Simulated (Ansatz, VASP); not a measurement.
# Rh in VASP and in Ansatz

```
Rh
1.0
     0.00000    1.70353    1.70353
     1.70353    0.00000    1.70353
     1.70353    1.70353    0.00000
Rh
1
Direct
  0.00000 0.00000 0.00000
```

Change from the starting cell: volume scaled by 0.72, PAW files.

Alike in both runs: task single point; functional r2SCAN; k mesh 17 × 17 × 17; occupations fermi-dirac, width 0.1 eV; no spin polarisation.

|  | VASP | Ansatz |
| --- | --- | --- |
| version | VASP 6.6.1 | Ansatz 0.2.0 |
| potentials or method | VASP PAW PBE potentials, release 64 (Rh_pv) | PAW with Ansatz's default frozen-core files, scalar-relativistic |
| plane-wave cutoff (eV) | 520 | 500 |
| valence electrons in the cell | 15 | 17 |

Ansatz gave:

| Property | Result |
| --- | --- |
| pressure (GPa) | 209.4 |

Task: What did VASP give for the same quantities?

Result: Pressure (GPa): 213.8.

VASP's potentials were made for PBE, not for r2SCAN. Both programs put the cell under a high pressure, so it lies far from rest at this level. VASP's potentials hold 15 valence electrons a cell and Ansatz's 17, so a difference there can come from the potentials and not from the codes.

Noted on VASP's run: the cell as given lies far from equilibrium.
